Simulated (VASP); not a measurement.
# TiAl3 (Pmm2) in VASP: a series of runs, part 2 of 2

VASP 6.6.1. Earlier steps stand in the parts before.

### Step 5. Single point, r2SCAN

This run uses another cell than the first one, of 16.61 Å³/atom, 1.020 times its volume.

File POSCAR:

```
TiAl3
1.0
    2.8584833560      0.0000000000      0.0000000000
    0.0000000000      4.7122666518      0.0000000000
    0.0000000000      0.0000000000      4.9331981909
Ti Al
1 3
Direct
    0.0000000000      0.5000000000      0.1659160000
    0.0000000000      0.0000000000      0.8359000000
    0.5000000000      0.0000000000      0.3309120000
    0.5000000000      0.5000000000      0.6672710000
```

File INCAR.step1:

```
PREC     = Accurate       # precision mode
ENCUT    = 520            # plane-wave cutoff, eV
ISMEAR   = -1             # smearing method
SIGMA    = 0.05           # smearing width, eV
LREAL    = False          # projectors in reciprocal space
LASPH    = True           # aspherical terms in the spheres
NELM     = 100            # most SCF steps
NBANDS   = 18             # bands
GGA      = PE             # functional
ALGO     = Normal         # electronic algorithm
EDIFF    = 1E-4           # SCF threshold, eV
LWAVE    = True           # write WAVECAR
LCHARG   = False          # write CHGCAR
```

File INCAR.step2:

```
PREC     = Accurate       # precision mode
ENCUT    = 520            # plane-wave cutoff, eV
EDIFF    = 1E-6           # SCF threshold, eV
ISMEAR   = -1             # smearing method
SIGMA    = 0.05           # smearing width, eV
LREAL    = False          # projectors in reciprocal space
LASPH    = True           # aspherical terms in the spheres
NELM     = 100            # most SCF steps
ALGO     = Normal         # electronic algorithm
ISIF     = 2              # what is computed and relaxed
LWAVE    = False          # write WAVECAR
LCHARG   = True           # write CHGCAR
METAGGA  = R2SCAN         # meta-GGA
LMIXTAU  = True         
LELF     = True           # ELF
LVHAR    = True         
NBANDS   = 18             # bands
ISTART   = 1
```

File KPOINTS:

```
regular mesh
0
Gamma
  9 6 6
```

Potentials or basis: VASP PAW PBE potentials, release 64 (Ti_sv, Al).

On the command line:

```console
$ cat potpaw_PBE.64/Ti_sv/POTCAR potpaw_PBE.64/Al/POTCAR > POTCAR
$ cp INCAR.step1 INCAR
$ mpirun -np 1 vasp_std > vasp.out
$ cp INCAR.step2 INCAR
$ mpirun -np 1 vasp_std > vasp.out
```

OUTCAR:

```text
PREC = Accurate
   ENCUT = 520
   EDIFF = 1E-6
   ISMEAR = -1
   LREAL = False
   LASPH = True
   NELM = 100
   ISIF = 2
   METAGGA = R2SCAN
   ISTART = 1

 ion  position               nearest neighbor table
   1  0.000  0.500  0.166-   4 2.84   4 2.84   4 2.86   4 2.86   2 2.86   2 2.86   3 2.87   3 2.87
                             3 2.87   3 2.87
   2  0.000  0.000  0.836-   3 2.83   3 2.83   1 2.86   1 2.86   3 2.87   3 2.87   4 2.88   4 2.88
                             4 2.88   4 2.88
   3  0.500  0.000  0.331-   2 2.83   2 2.83   2 2.87   2 2.87   1 2.87   1 2.87   1 2.87   1 2.87
                             4 2.88   4 2.88
[... 710 lines left out ...]
  -------------------------------------------------------------------------------------
  Total       -2.6651354     -1.2087403     -1.2468469      0.0000000      0.0000000      0.0000000
  in kB      -64.2592683    -29.1440234    -30.0628131      0.0000000      0.0000000      0.0000000
  external PRESSURE =     -41.1553683 kB  Pullay stress =       0.0000000 kB

 VOLUME and BASIS-vectors are now :
 -----------------------------------------------------------------------------
  energy-cutoff  :      520.00
  volume of cell :       66.45
      direct lattice vectors                 reciprocal lattice vectors
     2.858483356  0.000000000  0.000000000     0.349835866  0.000000000  0.000000000
     0.000000000  4.712266652  0.000000000     0.000000000  0.212212100  0.000000000
     0.000000000  0.000000000  4.933198191     0.000000000  0.000000000  0.202708256

 POSITION                                       TOTAL-FORCE (eV/Angst)
 -----------------------------------------------------------------------------------
      0.00000      2.35613      0.81850         0.000000      0.000000     -0.017656
      0.00000      0.00000      4.12366         0.000000      0.000000      0.003112
      1.42924      0.00000      1.63245         0.000000      0.000000      0.042536
      1.42924      2.35613      3.29178         0.000000      0.000000     -0.027992
 -----------------------------------------------------------------------------------
    total drift:                                0.000000      0.000000     -0.000022

  FREE ENERGIE OF THE ION-ELECTRON SYSTEM (eV)
  ---------------------------------------------------
  free  energy   TOTEN  =       -34.1778077753 eV

  energy  without entropy=      -34.1574104586  energy(sigma->0) =      -34.16760912
```

OSZICAR.step1:

```text
N       E                     dE             d eps       ncg     rms          rms(c)
DAV:   1     0.129148630464E+03    0.12915E+03   -0.95340E+03  2880   0.109E+03
DAV:   2    -0.857566995632E+01   -0.13772E+03   -0.13456E+03  2918   0.290E+02
DAV:   3    -0.211140850250E+02   -0.12538E+02   -0.12323E+02  5068   0.725E+01
DAV:   4    -0.218519005055E+02   -0.73782E+00   -0.73528E+00  3752   0.148E+01
DAV:   5    -0.218827022469E+02   -0.30802E-01   -0.30789E-01  4210   0.292E+00    0.100E+01
DAV:   6    -0.215493715743E+02    0.33333E+00   -0.29112E+01  3882   0.339E+01    0.879E+00
DAV:   7    -0.201272599094E+02    0.14221E+01   -0.12656E+01  3780   0.220E+01    0.290E+00
DAV:   8    -0.200544588670E+02    0.72801E-01   -0.94378E-01  3504   0.772E+00    0.130E+00
DAV:   9    -0.200324460397E+02    0.22013E-01   -0.15200E-01  3502   0.308E+00    0.349E-01
DAV:  10    -0.200324937013E+02   -0.47662E-04   -0.63263E-03  3694   0.616E-01    0.123E-01
DAV:  11    -0.200323787298E+02    0.11497E-03   -0.10128E-03  3392   0.253E-01    0.756E-02
DAV:  12    -0.200323909929E+02   -0.12263E-04   -0.90352E-05  1852   0.884E-02
   1 F= -.20032391E+02 E0= -.20021278E+02  d E =-.222256E-01
```

It took 3.7 min on 1 thread of Intel Xeon 6975P-C, shared host; peak memory 0.25 GiB.

What came out:

```yaml
Free_energy: -34.1778 eV
Pressure: -4.1 GPa
Largest_force: 0.043 eV/Å
```

Forces in eV/Å, atoms in the order of the input:
```
Ti   0.000  0.000 -0.018
Al   0.000  0.000  0.003
Al   0.000  0.000  0.043
Al   0.000  0.000 -0.028
```

Stress tensor (GPa, compression positive):
```
-6.43  0.00  0.00
 0.00 -2.91  0.00
 0.00  0.00 -3.01
```

Levels at points of the mesh, in eV from the Fermi level:
```csv
k point,band 9,band 10,band 11,band 12,band 13,band 14
"(0.00, 0.00, 0.00)",-2.76,-0.78,-0.40,2.54,2.59,2.81
"(0.00, 0.50, 0.00)",-2.19,-1.64,-0.13,2.43,2.55,2.82
"(0.00, 0.00, 0.50)",-2.19,-1.27,-0.30,2.39,2.42,2.61
"(0.00, 0.50, 0.50)",-0.18,0.01,0.85,2.46,2.46,3.86
```

Caveat: the PAW data sets were made with another functional, which shifts forces and pressure a little.

### Step 6. Summary

```tsv
level	potentials or basis	cell	k mesh	gap on the mesh (eV)	pressure (GPa)	largest force (eV/Å)
LDA	VASP PAW LDA potentials, release 64 (Ti_sv, Al)	a = 2.840, b = 4.681, c = 4.901 Å, 4 atoms	5 × 3 × 3	none	-5.0	0.21
PBEsol	VASP PAW PBE potentials, release 64 (Ti_sv, Al)	a = 2.840, b = 4.681, c = 4.901 Å, 4 atoms	5 × 3 × 3	none	-2.4	0.16
r2SCAN	VASP PAW PBE potentials, release 64 (Ti_sv, Al)	a = 2.840, b = 4.681, c = 4.901 Å, 4 atoms	5 × 3 × 3	none	-2.2	0.09
r2SCAN	VASP PAW PBE potentials, release 64 (Ti_sv, Al)	a = 2.858, b = 4.712, c = 4.933 Å, 4 atoms	9 × 6 × 6	none	-4.1	0.04
```

Alike in all rows: task single point; no spin polarisation; cutoff (eV) 520; smearing fermi-dirac 0.05 eV.

Caveats: some runs use coarse meshes; the PAW data sets were made with another functional, which shifts forces and pressure a little (some runs).

Total energies depend on the potentials used, so only differences within one code and one set of settings carry meaning.
